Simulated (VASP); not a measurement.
Here is a VASP 6.6.1 calculation.

File INCAR:

```
SYSTEM = Zn
ALGO     = Normal         ! electronic algorithm
EDIFF    = 1E-7           ! SCF threshold, eV
ENCUT    = 520            ! plane-wave cutoff, eV
GGA      = RE             ! functional
ISIF     = 2              ! what is computed and relaxed
ISMEAR   = -1             ! smearing method
LASPH    = .TRUE.         ! aspherical terms in the spheres
LCHARG   = .FALSE.        ! write CHGCAR
LREAL    = .FALSE.        ! projectors in reciprocal space
LWAVE    = .FALSE.        ! write WAVECAR
NBANDS   = 12             ! bands
NELM     = 100            ! most SCF steps
PREC     = Accurate       ! precision mode
SIGMA    = 0.1            ! smearing width, eV
```

File KPOINTS:

```
k-points
0
G
  15 15 15
  0 0 0
```

Contents of POSCAR:

```
Zn
1.0
    0.0000000000      1.9869881513      1.9869881513
    1.9869881513      0.0000000000      1.9869881513
    1.9869881513      1.9869881513      0.0000000000
Zn
1
Direct
    0.0000000000      0.0000000000      0.0000000000
```

Potentials or basis: VASP PAW PBE potentials, release 64 (Zn).

Command:

```bash
$ cat potpaw_PBE.64/Zn/POTCAR > POTCAR
$ mpirun -np 1 vasp_std > vasp.out
```

(1) Estimate the pressure.

(2) Predict the band gap on the k mesh.

Answers

(1) 0.1 GPa.

(2) zero (band 6 reaches 4.73 eV, above the bottom of band 7 at 1.71 eV).

Caveat: the PAW data sets were made with another functional, which shifts forces and pressure a little.
